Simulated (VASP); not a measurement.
Here is a VASP 6.6.1 calculation.

File INCAR:

```
ALGO = Normal
EDIFF = 1E-7
ENCUT = 520
GGA = PE
GGA_COMPAT = F
ISIF = 2
ISMEAR = -1
LASPH = T
LCHARG = F
LORBIT = 11
LORBMOM = T
LREAL = F
LSORBIT = T
LWAVE = F
MAGMOM = 0 0 0 0 0 0
NBANDS = 32
NELM = 150
PREC = Accurate
SIGMA = 0.05
```

KPOINTS

```
k-points
0
Gamma
  7 7 7
```

Contents of POSCAR:

```
SnTe
1.0
    0.0000000000      3.1923133075      3.1923133075
    3.1923133075      0.0000000000      3.1923133075
    3.1923133075      3.1923133075      0.0000000000
Te Sn
1 1
Direct
    0.5000000000      0.5000000000      0.5000000000
    0.0000000000      0.0000000000      0.0000000000
```

Potentials or basis: VASP PAW PBE potentials, release 64 (Te, Sn_d).

Command:

```sh
$ cat potpaw_PBE.64/Te/POTCAR potpaw_PBE.64/Sn_d/POTCAR > POTCAR
$ mpirun -np 1 vasp_ncl > vasp.out
```

Predict the pressure.

0.4 GPa.

Estimate the net moment.

0.00 μB per cell.

Moments on the atoms (μB; x, y, z):
```
Te  0.00 0.00 0.00
Sn  0.00 0.00 0.00
```
